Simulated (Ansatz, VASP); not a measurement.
## One calculation of Ti3Al5, two programs

Contents of POSCAR:

```
Ti3Al5
1.0
    3.8982868407     -0.1949143420      0.0000000000
   -0.1949143420      3.8982868407      0.0000000000
    0.0000000000      0.0000000000      8.3249320111
Ti Al
3 5
Direct
    0.0000000000      0.0000000000      0.5000000000
    0.5000000000      0.5000000000      0.0000000000
    0.5000000000      0.5000000000      0.5000000000
    0.0000000000      0.5000000000      0.2513308179
    0.0000000000      0.5000000000      0.7486691821
    0.5000000000      0.0000000000      0.2513308179
    0.5000000000      0.0000000000      0.7486691821
    0.0000000000      0.0000000000      0.0000000000
```

The input INCAR.step1:

```
ALGO     = Normal         # electronic algorithm
EDIFF    = 1E-4           # SCF threshold, eV
ENCUT    = 520            # plane-wave cutoff, eV
GGA      = PE             # functional
ISMEAR   = 0              # smearing method
LASPH    = True           # aspherical terms in the spheres
LCHARG   = False          # write CHGCAR
LREAL    = False          # projectors in reciprocal space
LWAVE    = True           # write WAVECAR
NBANDS   = 36             # bands
NELM     = 60             # most SCF steps
PREC     = Accurate       # precision mode
SIGMA    = 0.15           # smearing width, eV
```

File INCAR.step2:

```
ALGO     = Normal         # electronic algorithm
EDIFF    = 1E-6           # SCF threshold, eV
ENCUT    = 520            # plane-wave cutoff, eV
ISIF     = 2              # what is computed and relaxed
ISMEAR   = 0              # smearing method
ISTART   = 1            
LASPH    = True           # aspherical terms in the spheres
LCHARG   = False          # write CHGCAR
LMIXTAU  = True         
LREAL    = False          # projectors in reciprocal space
LWAVE    = False          # write WAVECAR
METAGGA  = R2SCAN         # meta-GGA
NBANDS   = 36             # bands
NELM     = 60             # most SCF steps
PREC     = Accurate       # precision mode
SIGMA    = 0.15           # smearing width, eV
```

KPOINTS

```
k-points
0
Gamma
  10 10 6
```

Input for Ansatz:

```yaml
crystal:
  lattice:
    - [3.8982868407, -0.194914342, 0.0]
    - [-0.194914342, 3.8982868407, 0.0]
    - [0.0, 0.0, 8.3249320111]
  atoms:
    - { symbol: Ti, position: [0.0, 0.0, 0.5] }
    - { symbol: Ti, position: [0.5, 0.5, 0.0] }
    - { symbol: Ti, position: [0.5, 0.5, 0.5] }
    - { symbol: Al, position: [0.0, 0.5, 0.2513308179] }
    - { symbol: Al, position: [0.0, 0.5, 0.7486691821] }
    - { symbol: Al, position: [0.5, 0.0, 0.2513308179] }
    - { symbol: Al, position: [0.5, 0.0, 0.7486691821] }
    - { symbol: Al, position: [0.0, 0.0, 0.0] }
basis:
  ecutwfc: 500
kpoints:
  mp_grid: { grid: [10, 10, 6] }
hamiltonian:
  xc: r2scan
scf:
  occupations: { method: gaussian, width: 0.15 }
output:
  forces: true
  stress: true
  eigenvalues: true
```

Change from the starting cell: strain -0.1000 x Voigt [0, 0, 0, 0, 0, 1], atoms carried along.

Alike in both runs: task single point; functional r2SCAN; k mesh 10 × 10 × 6; occupations gaussian, width 0.15 eV; no spin polarisation.

|  | VASP | Ansatz |
| --- | --- | --- |
| version | VASP 6.6.1 | Ansatz 0.2.0 |
| potentials or method | VASP PAW PBE potentials, release 64 (Ti_sv, Al), cutoff 520 eV | scalar-relativistic, plane waves, PAW |
| valence electrons in the cell | 51 | 51 |

|  | VASP | Ansatz | Ansatz less VASP |
| --- | --- | --- | --- |
| gap on the k mesh at the Fermi level (eV) | none | none | - |
| pressure (GPa) | 1.4 | 1.3 | -0.02 |
| traceless stress, the component that is largest in VASP (GPa) | 10.49 | 10.49 | +0.004 |
| rms of the force components (eV/Å) | 0.011 | 0.006 | -0.0050 |

VASP's potentials were made for PBE, not for r2SCAN. Atom by atom the forces differ by 0.005 eV/Å (rms over components). A gap of «none» marks a metal or a gap that the smearing closes.
